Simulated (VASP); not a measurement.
A run of VASP 6.6.1 is set up as follows.

POSCAR

```
HfO2
1.0
    0.0000000000      2.5575000000      2.5575000000
    2.5575000000      0.0000000000      2.5575000000
    2.5575000000      2.5575000000      0.0000000000
Hf O
1 2
Direct
    0.0000000000      0.0000000000      0.0000000000
    0.7500000000      0.7500000000      0.7500000000
    0.2500000000      0.2500000000      0.2500000000
```

The input INCAR.step1:

```
SYSTEM = HfO2
  PREC = Accurate
  ENCUT = 520
  EDIFF = 1E-5
  ISMEAR = -1
  SIGMA = 0.05
  LREAL = .FALSE.
  LASPH = .TRUE.
  NELM = 100
  ALGO = Normal
  ISIF = 2
  LWAVE = .TRUE.
  LCHARG = .FALSE.
  NBANDS = 18
  GGA = PE
```

File INCAR.step2:

```
SYSTEM = HfO2
  PREC = Accurate
  ENCUT = 520
  EDIFF = 1E-6
  ISMEAR = -1
  SIGMA = 0.05
  LREAL = .FALSE.
  LASPH = .TRUE.
  NELM = 100
  ALGO = Normal
  ISIF = 2
  LWAVE = .FALSE.
  LCHARG = .FALSE.
  GGA = PE
  LHFCALC = .TRUE.
  AEXX = 0.25
  HFSCREEN = 0.2
  PRECFOCK = Normal
  NBANDS = 18
  ISTART = 1
```

KPOINTS

```
Automatic mesh
0
G
  5 5 5
  0 0 0
```

Potentials or basis: VASP PAW PBE potentials, release 64 (Hf_pv, O).

Run with:

```sh
$ cat potpaw_PBE.64/Hf_pv/POTCAR potpaw_PBE.64/O/POTCAR > POTCAR
$ cp INCAR.step1 INCAR
$ mpirun -np 1 vasp_std > vasp.out
$ cp INCAR.step2 INCAR
$ mpirun -np 1 vasp_std > vasp.out
```

(1) What does it give for the band gap on the k mesh?

(2) Estimate the pressure.

Answers

(1) 5.62 eV (least direct gap 5.92 eV).

(2) -13.3 GPa.

Caveat: the k points lie up to 0.43 Å⁻¹ apart; the PAW data sets were made with another functional, which shifts forces and pressure a little; spin-orbit coupling is left out, which moves the levels of the heavy elements; an odd mesh through Γ misses points on the zone boundary, where band edges can lie.
